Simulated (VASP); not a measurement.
Write the native input for VASP 6.6.1 that does the following.

- Task: single point
- Functional: PBE
- Potentials or basis: VASP PAW PBE potentials, release 64 (Hf_pv, C)
- Cutoff: 520 eV
- k mesh: 18 × 18 × 18
- Occupations: gaussian, width 0.15 eV
- Spin: no spin polarisation
- Dipole correction: no
- Further INCAR settings: ALGO = Normal; EDIFF = 1e-06; NBANDS = 14

The structure of HfC lies in POSCAR:

```
HfC
1.0
    0.0000000000      2.4993750000      2.3250000000
    2.3250000000      0.0000000000      2.3250000000
    2.3250000000      2.4993750000      0.0000000000
Hf C
1 1
Direct
    0.5000000000      0.5000000000      0.5000000000
    0.0000000000      0.0000000000      0.0000000000
```

This cell differs from its parent crystal: strain +0.0750 x Voigt [0, 1, 0, 0, 0, 0].

One way to write it, as run:

INCAR

```
PREC = Accurate
ENCUT = 520
EDIFF = 1E-6
ISMEAR = 0
SIGMA = 0.15
LREAL = False
LASPH = True
NELM = 100
ALGO = Normal
ISIF = 2
LWAVE = False
LCHARG = False
GGA = PE
NBANDS = 14
```

KPOINTS

```
regular mesh
0
Gamma
  18 18 18
```

Potentials or basis: VASP PAW PBE potentials, release 64 (Hf_pv, C).

The run is started by

```bash
$ cat potpaw_PBE.64/Hf_pv/POTCAR potpaw_PBE.64/C/POTCAR > POTCAR
$ mpirun -np 1 vasp_std > vasp.out
```

Results of the run:

| Quantity | Value |
| --- | --- |
| Pressure | -13.2 GPa |
| Band gap on the k mesh | zero (band 7 reaches 6.46 eV, above the bottom of band 8 at 4.87 eV) |

Caveat: the cell differs from its parent crystal (strain +0.0750 x Voigt [0, 1, 0, 0, 0, 0]); spin-orbit coupling is left out, which moves the levels of the heavy elements.

Run time: 120 s on 1 thread of Intel(R) Xeon(R) Platinum 8259CL CPU @ 2.50GHz (Skylake/Cascade Lake) (shared host), peak memory 0.31 GiB.
